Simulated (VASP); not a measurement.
# Cu12O: single point with PBE

The system is Cu12O, a slab with vacuum.

```
Cu O
1.0
     5.13195    0.00000    0.00000
    -2.56598    4.44440    0.00000
     0.00000    0.00000   19.62157
Cu O
12 1
Cartesian
  1.2830 0.7407 4.0000
  0.0000 2.9629 4.0000
  3.8490 0.7407 4.0000
  2.5660 2.9629 4.0000
  0.0000 1.4815 6.0607
  -1.2830 3.7037 6.0607
  2.5660 1.4815 6.0607
  1.2830 3.7037 6.0607
  0.0000 0.0000 8.1216
  -1.2830 2.2222 8.1216
  2.5660 0.0000 8.1216
  1.2830 2.2222 8.1216
  0.6415 0.3704 9.6669
```

```json
{"Program": "VASP 6.6.1", "Task": "single point", "Functional": "PBE", "Potentials or basis": "VASP PAW PBE potentials, release 64 (Cu, O)", "Cutoff": "520 eV", "k mesh": "6 × 6 × 1", "Occupations": "gaussian, width 0.1 eV", "Spin": "no spin polarisation"}
```

```json
{"Largest force": "1.685 eV/Å", "Band gap on the k mesh": "zero (band 69 reaches -1.05 eV, above the bottom of band 70 at -1.40 eV)"}
```

Forces in eV/Å, atoms in the order of the input:
```
Cu   0.002  0.001 -0.015
Cu  -0.023 -0.013 -0.115
Cu  -0.005  0.027 -0.125
Cu   0.021 -0.017 -0.125
Cu  -0.032  0.025 -0.032
Cu   0.006 -0.041 -0.032
Cu   0.027  0.016  0.041
Cu   0.006  0.004  0.193
Cu  -1.069 -0.617 -0.921
Cu   0.026  0.015 -0.008
Cu  -0.277  0.006  0.478
Cu  -0.133 -0.243  0.478
O    1.451  0.838  0.184
```

Levels at points of the mesh, in eV from the Fermi level:
```
           k point  band 65  band 66  band 67  band 68  band 69  band 70  band 71  band 72  band 73  band 74
(0.00, 0.00, 0.00)    -1.27    -1.16    -0.56     0.07     0.21     0.31     0.82     1.13     1.31     1.37
(0.50, 0.00, 0.00)    -1.51    -0.92    -0.89    -0.40    -0.03     0.06     0.84     1.03     1.51     1.69
(0.00, 0.50, 0.00)    -1.53    -0.91    -0.80    -0.51    -0.06     0.06     0.81     0.92     1.42     1.83
```

Wall time 26 min on 1 thread of Intel(R) Xeon(R) Platinum 8259CL CPU @ 2.50GHz (Skylake/Cascade Lake), on a shared host, peak memory 0.74 GiB.

With open d or f shells a metallic result of PBE can be an artefact of self-interaction; +U or a hybrid may open a gap.
